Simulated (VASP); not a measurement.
# CaO (Immm) in VASP: single point with PBEsol

Aim: the single point of CaO with PBEsol.

Program: VASP 6.6.1. These are calculated values, not measurements. Logs are shortened: lines on timing, memory, paths and dates and some standing lists are left out, and cuts for length are marked.

**1. The cell of the first run**

The structure is orthorhombic, space group Immm (No. 71). Conventional cell: a = 3.352 Å, b = 3.404 Å, c = 4.814 Å, α = 90.00°, β = 90.00°, γ = 90.00°. Ca (site symmetry mmm) has 6 O at 2.39 to 2.41 Å within 3.2 Å. Within 3.2 Å of O (site symmetry mmm) lie 6 Ca at 2.39 to 2.41 Å.

**2. Single point, PBEsol**

INCAR reads:

```
PREC = Accurate
ENCUT = 600
EDIFF = 1E-6
ISMEAR = 0
SIGMA = 0.01
LREAL = False
LASPH = True
NELM = 120
ALGO = Normal
ISIF = 2
LWAVE = False
LCHARG = False
GGA = PS
NBANDS = 15
GGA_COMPAT = False
```

KPOINTS reads:

```
regular mesh
0
Gamma
  4 4 4
```

POSCAR reads:

```
CaO
1.0
   -0.0184601209      2.3887322091      2.4071923300
    2.3887322091     -0.0184601209      2.4071923300
    2.3702720882      2.3702720882      0.0000000000
Ca O
1 1
Direct
    0.0000000000      0.0000000000      0.0000000000
    0.5000000000      0.5000000000      0.5000000000
```

Potentials or basis: VASP PAW PBE potentials, release 64 (Ca_sv, O).

Started as:

```sh
> cat potpaw_PBE.64/Ca_sv/POTCAR potpaw_PBE.64/O/POTCAR > POTCAR
> mpirun -np 1 vasp_std > vasp.out
```

OUTCAR:

```text
PREC = Accurate
   ENCUT = 600
   EDIFF = 1E-6
   ISMEAR = 0
   LREAL = False
   LASPH = True
   NELM = 120
   ISIF = 2
   GGA = PS

 ion  position               nearest neighbor table
   1  0.000  0.000  0.000-   2 2.39   2 2.39   2 2.39   2 2.39   2 2.41   2 2.41
   2  0.500  0.500  0.500-   1 2.39   1 2.39   1 2.39   1 2.39   1 2.41   1 2.41

  LATTYP: Found a body centered orthorhombic cell.
 ALAT       =     3.3520709336
 B/A-ratio  =     1.0155763728
 C/A-ratio  =     1.4362418801

  Lattice vectors:

 A1 = (   0.0184601209,  -2.3887322091,  -2.4071923300)
 A2 = (  -0.0184601209,   2.3887322091,  -2.4071923300)
 A3 = (   2.3887322091,  -0.0184601209,   2.4071923300)

Analysis of symmetry for initial positions (statically):
=====================================================================
 Subroutine PRICEL returns:
 Original cell was already a primitive cell.

 Routine SETGRP: Setting up the symmetry group for a
 body centered orthorhombic supercell.

 Subroutine GETGRP returns: Found  8 space group operations
 (whereof  8 operations were pure point group operations)
 out of a pool of  8 trial point group operations.

The static configuration has the point symmetry D_2h.

Analysis of symmetry for dynamics (positions and initial velocities):
=====================================================================
 Subroutine PRICEL returns:
 Original cell was already a primitive cell.

 Routine SETGRP: Setting up the symmetry group for a
 body centered orthorhombic supercell.

 Subroutine GETGRP returns: Found  8 space group operations
 (whereof  8 operations were pure point group operations)
 out of a pool of  8 trial point group operations.

The dynamic configuration has the point symmetry D_2h.

 Subroutine INISYM returns: Found  8 space group operations
 (whereof  8 operations are pure point group operations),
 and found     1 'primitive' translations

----------------------------------------------------------------------------------------

                                     Primitive cell

  volume of cell :      27.4694

  direct lattice vectors                    reciprocal lattice vectors
    -0.018460121  2.388732209  2.407192330    -0.207710865  0.207710865  0.207710865
     2.388732209 -0.018460121  2.407192330     0.207710865 -0.207710865  0.207710865
     2.370272088  2.370272088  0.000000000     0.210946246  0.210946246 -0.207710865

  length of vectors
     3.391306128  3.391306128  3.352070934     0.359765771  0.359765771  0.363511267

  position of ions in fractional coordinates (direct lattice)
     0.000000000  0.000000000  0.000000000
     0.500000000  0.500000000  0.500000000

  ion indices of the primitive-cell ions
   primitive index   ion index
                 1           1
                 2           2

----------------------------------------------------------------------------------------

 KPOINTS: regular mesh

Automatic generation of k-mesh.
 Grid dimensions read from file:
 generate k-points for:    4    4    4

 Generating k-lattice:

  Cartesian coordinates                     Fractional coordinates (reciprocal lattice)
    -0.051927716  0.051927716  0.051927716     0.250000000  0.000000000  0.000000000
     0.051927716 -0.051927716  0.051927716     0.000000000  0.250000000  0.000000000
     0.052736562  0.052736562 -0.051927716     0.000000000  0.000000000  0.250000000

  Length of vectors
     0.089941443  0.089941443  0.090877817

  Shift w.r.t. Gamma in fractional coordinates (k-lattice)
     0.000000000  0.000000000  0.000000000

 Subroutine IBZKPT returns following result:
 ===========================================

 Found     18 irreducible k-points:

 Following reciprocal coordinates:
            Coordinates               Weight
  0.000000  0.000000  0.000000      1.000000
  0.250000  0.000000  0.000000      4.000000
  0.500000  0.000000  0.000000      2.000000
  0.250000  0.250000  0.000000      2.000000
  0.500000  0.250000  0.000000      4.000000
 -0.250000  0.250000  0.000000      2.000000
[... 10 lines left out ...]
  0.250000  0.250000  0.500000      2.000000
 -0.250000  0.250000  0.500000      2.000000
   k-points           NKPTS =     18   k-points in BZ     NKDIM =     18   number of bands    NBANDS=     15
   number of dos      NEDOS =    301   number of ions     NIONS =      2
   total plane-waves  NPLWV =  21952
   dimension x,y,z NGX =    28 NGY =   28 NGZ =   28
   dimension x,y,z NGXF=    56 NGYF=   56 NGZF=   56
   ions per type =               1   1
   NGX,Y,Z   is equivalent  to a cutoff of  13.73, 13.73, 13.89 a.u.
   NGXF,Y,Z  is equivalent  to a cutoff of  27.45, 27.45, 27.77 a.u.
 SYSTEM =  unknown system
   PREC   = accura    normal or accurate (medium, high low for compatibility)
   ISTART =      0    job   : 0-new  1-cont  2-samecut
   ICHARG =      2    charge: 1-file 2-atom 10-const
   ISPIN  =      1    spin polarized calculation?
   LNONCOLLINEAR =      F non collinear calculations
   LSORBIT =      F    spin-orbit coupling
   LASPH  =      T    aspherical Exc in radial PAW
   ENCUT  =  600.0 eV  44.10 Ry    6.64 a.u.   6.77  6.77  6.69*2*pi/ulx,y,z
   NELM   =    120;   NELMIN=  2; NELMDL= -5     # of ELM steps
   EDIFF  = 0.1E-05   stopping-criterion for ELM
   LREAL  =      F    real-space projection
   EDIFFG = 0.1E-04   stopping-criterion for IOM
   NSW    =      0    number of steps for IOM
   IBRION =     -1    ionic relax: 0-MD 1-quasi-New 2-CG
   NFREE  =      0    steps in history (QN), initial steepest desc. (CG)
   ISIF   =      2    stress and relaxation
   ISYM   =      2    0-nonsym 1-usesym 2-fastsym
   POTIM  = 0.5000    time-step for ionic-motion
   TEBEG  =    0.0;   TEEND  =   0.0 temperature during run
   PSTRESS=    0.0 pullay stress
   NELECT =      16.0000    total number of electrons
   NUPDOWN=      -1.0000    fix difference up-down
   EMIN   =  10.00;   EMAX   =-10.00  energy-range for DOS
   EFERMI =   0.00;   METHOD = LEGACY
   ISMEAR =     0;   SIGMA  =   0.01  broadening in eV -4-tet -1-fermi 0-gaus
   EFERMI_NEDOS =   21; number of points for ismear=-14 and -15
   IALGO  =     38    algorithm
   IMIX   =      4    mixing-type and parameters
     AMIX     =   0.40;   BMIX     =  1.00
     AMIX_MAG =   1.60;   BMIX_MAG =  1.00
  volume/ion in A,a.u.               =      13.73        92.69
  Fermi-wavevector in a.u.,A,eV,Ry     =   1.367198  2.583630 25.432441  1.869232
  Thomas-Fermi vector in A             =   2.493272
   LORBIT       =      0    0 simple, 1 ext, 2 COOP (PROOUT), +10 PAW based schemes
   GGA     = PS    functional components
   LHFCALC =     F    Hartree Fock is set to
   AEXX    =    0.0000 exact exchange contribution
   IVDW    =     0    specifies the selected vdW correction
   LEPSILON=     F    determine dielectric tensor
   LRPA    =     F    only Hartree local field effects (RPA)
 non-spin polarized calculation
 Gauss-broadening in eV      SIGMA  =   0.01
  energy-cutoff  :      600.00
  volume of cell :       27.47
 maximum number of plane-waves:       934
   NGX = 13   NGY = 13   NGZ = 13

 number of electron      15.9999997 magnetization

 Free energy of the ion-electron system (eV)
  ---------------------------------------------------
  ext. energy  EPLUGINS =         0.00000000
  ---------------------------------------------------
  free energy    TOTEN  =       -13.40628093 eV

  energy without entropy =      -13.40628093  energy(sigma->0) =      -13.40628093

 E-fermi :   2.3610     XC(G=0): -10.7867

 val. band max:        2.2957392010   @ k =   0.0000   0.0000   0.0000
 cond. band min:       5.7753146713   @ k =   0.5000   0.0000   0.5000
 fundamental gap:      3.4795754702
 Fermi energy:         2.3609574896

 k-point     1 :       0.0000    0.0000    0.0000
  band No.  band energies     occupation
      1     -35.0932      2.00000
      2     -15.9296      2.00000
      3     -15.9263      2.00000
      4     -15.9229      2.00000
      5     -13.2032      2.00000
      6       2.2430      2.00000
      7       2.2483      2.00000
      8       2.2957      2.00000
      9       6.8994      0.00000
     10       8.4083      0.00000
     11       8.4345      0.00000
     12       8.5705      0.00000
     13       9.9945      0.00000
     14      10.0628      0.00000
     15      17.1520      0.00000

 k-point     2 :       0.2500    0.0000    0.0000
  band No.  band energies     occupation
      1     -35.0389      2.00000
      2     -16.6168      2.00000
      3     -15.9562      2.00000
      4     -15.9500      2.00000
      5     -12.4735      2.00000
      6       0.6656      2.00000
      7       1.5686      2.00000
      8       1.6243      2.00000
      9       8.4755      0.00000
     10       9.0431      0.00000
     11       9.4117      0.00000
     12       9.5292      0.00000
     13      11.2792      0.00000
     14      11.3559      0.00000
     15      18.1492      0.00000

 k-point     3 :       0.5000    0.0000    0.0000
  band No.  band energies     occupation
      1     -34.9838      2.00000
      2     -17.1274      2.00000
      3     -15.9834      2.00000
      4     -15.9767      2.00000
      5     -11.9146      2.00000
      6      -0.4631      2.00000
      7       1.0171      2.00000
      8       1.0769      2.00000
      9       9.3010      0.00000
     10      10.6079      0.00000
     11      10.6702      0.00000
     12      10.7078      0.00000
     13      12.7689      0.00000
     14      12.8435      0.00000
     15      16.4783      0.00000
[... 235 lines left out ...]
 k-point    17 :       0.2500    0.2500    0.5000
  band No.  band energies     occupation
      1     -34.9791      2.00000
      2     -16.8350      2.00000
      3     -16.2107      2.00000
      4     -15.9789      2.00000
      5     -12.2088      2.00000
      6       0.1146      2.00000
      7       1.0605      2.00000
      8       1.3803      2.00000
      9       8.6898      0.00000
     10       9.5906      0.00000
     11      10.1330      0.00000
     12      10.7494      0.00000
     13      12.7245      0.00000
     14      13.3018      0.00000
     15      17.6242      0.00000

 k-point    18 :      -0.2500    0.2500    0.5000
  band No.  band energies     occupation
      1     -34.9455      2.00000
      2     -16.3997      2.00000
      3     -16.3813      2.00000
      4     -16.3554      2.00000
      5     -12.5529      2.00000
      6       0.9523      2.00000
      7       1.1784      2.00000
      8       1.2170      2.00000
      9       8.4825      0.00000
     10       8.5328      0.00000
     11      10.7603      0.00000
     12      11.9448      0.00000
     13      12.3294      0.00000
     14      16.1166      0.00000
     15      16.3832      0.00000

------------------------ aborting loop because EDIFF is reached ----------------------------------------

  FORCE on cell =-STRESS in cart. coord.  units (eV):
  Direction    XX          YY          ZZ          XY          YZ          ZX
  --------------------------------------------------------------------------------------
  -------------------------------------------------------------------------------------
  Total       -0.1026014     -0.1026014     -0.3176101      0.2058057      0.0000000      0.0000000
  in kB       -5.9843083     -5.9843083    -18.5248684     12.0037842      0.0000000      0.0000000
  external PRESSURE =     -10.1644950 kB  Pullay stress =       0.0000000 kB

 VOLUME and BASIS-vectors are now :
 -----------------------------------------------------------------------------
  energy-cutoff  :      600.00
  volume of cell :       27.47
      direct lattice vectors                 reciprocal lattice vectors
    -0.018460121  2.388732209  2.407192330    -0.207710865  0.207710865  0.207710865
     2.388732209 -0.018460121  2.407192330     0.207710865 -0.207710865  0.207710865
     2.370272088  2.370272088  0.000000000     0.210946246  0.210946246 -0.207710865

 POSITION                                       TOTAL-FORCE (eV/Angst)
 -----------------------------------------------------------------------------------
      0.00000      0.00000      0.00000         0.000000      0.000000      0.000000
      2.37027      2.37027      2.40719        -0.000000     -0.000000      0.000000
 -----------------------------------------------------------------------------------
    total drift:                                0.000000      0.000000      0.000000

  FREE ENERGIE OF THE ION-ELECTRON SYSTEM (eV)
  ---------------------------------------------------
  free  energy   TOTEN  =       -13.4062809283 eV

  energy  without entropy=      -13.4062809283  energy(sigma->0) =      -13.40628093
```

It took 4.6 s on 1 thread of Intel Xeon 6975P-C (Granite Rapids), shared host; peak memory 0.15 GiB.

Results:

```
Free energy            : -13.4063 eV
Pressure               : -1.0 GPa
Band gap on the k mesh : 3.48 eV (least direct gap 3.86 eV)
```

Caveat: the k points lie up to 0.57 Å⁻¹ apart; the PAW data sets were made with another functional, which shifts forces and pressure a little.
